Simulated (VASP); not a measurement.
Wanted: the native input for a VASP 6.6.1 run.

| Item | Value |
| --- | --- |
| Task | single point |
| Functional | HSE06 |
| Potentials or basis | VASP PAW PBE potentials, release 64 (Hf_pv, O) |
| Cutoff | 520 eV |
| k mesh | 6 × 6 × 6 |
| Occupations | gaussian, width 0.01 eV |
| Spin | no spin polarisation |
| Dipole correction | no |
| Grid for exact exchange (PRECFOCK) | Normal |
| Further INCAR settings | ALGO = Normal; EDIFF = 1e-06; NBANDS = 18 |
| Share of exact exchange | 0.25 |
| Screening parameter | 0.2079 1/Å |

Crystal: HfO2.

```
CELL_PARAMETERS angstrom
0.00000 2.46595 2.55393
2.46595 0.00000 2.55393
2.46595 2.46595 0.00000
ATOMIC_POSITIONS crystal
Hf 0.00000 0.00000 0.00000
O 0.25000 0.25000 0.25000
O 0.75000 0.75000 0.75000
```

This cell differs from its parent crystal: epitaxial xy strain -2.5%.

These files were run (other wordings do the same):

POSCAR

```
HfO2
1.0
    0.0000000000      2.4659527604      2.5539270269
    2.4659527604      0.0000000000      2.5539270269
    2.4659527604      2.4659527604      0.0000000000
Hf O
1 2
Direct
    0.0000000000      0.0000000000      0.0000000000
    0.2500000000      0.2500000000      0.2500000000
    0.7500000000      0.7500000000      0.7500000000
```

INCAR.step1

```
PREC = Accurate
ENCUT = 520
EDIFF = 1E-5
ISMEAR = 0
SIGMA = 0.01
LREAL = F
LASPH = T
NELM = 80
ALGO = Normal
ISIF = 2
LWAVE = T
GGA = PE
NBANDS = 18
KPAR = 4
```

INCAR.step2

```
PREC = Accurate
ENCUT = 520
EDIFF = 1E-6
ISMEAR = 0
SIGMA = 0.01
LREAL = F
LASPH = T
NELM = 80
ALGO = Normal
ISIF = 2
LWAVE = F
LCHARG = T
GGA = PE
LHFCALC = T
HFSCREEN = 0.2079
PRECFOCK = Normal
LVHAR = T
ISTART = 1
NBANDS = 18
KPAR = 4
```

KPOINTS

```
Automatic mesh
0
Gamma
  6 6 6
```

Potentials or basis: VASP PAW PBE potentials, release 64 (Hf_pv, O).

Command:

```console
$ cat potpaw_PBE.64/Hf_pv/POTCAR potpaw_PBE.64/O/POTCAR > POTCAR
$ cp INCAR.step1 INCAR
$ mpirun -np 4 vasp_std > vasp.out
$ cp INCAR.step2 INCAR
$ mpirun -np 4 vasp_std > vasp.out
```

It gave:

* Pressure: 6.2 GPa
* Band gap on the k mesh: 5.17 eV (least direct gap 5.29 eV)

Caveat: the cell differs from its parent crystal (epitaxial xy strain -2.5%); the stress differs along the axes, from -6 to 12 GPa; the PAW data sets were made with another functional, which shifts forces and pressure a little; spin-orbit coupling is left out, which moves the levels of the heavy elements.

Run time: 33 min on 4 MPI ranks on Oxide Virtual Turin-like Processor, with other jobs on the host, peak memory 0.24 GiB a rank.
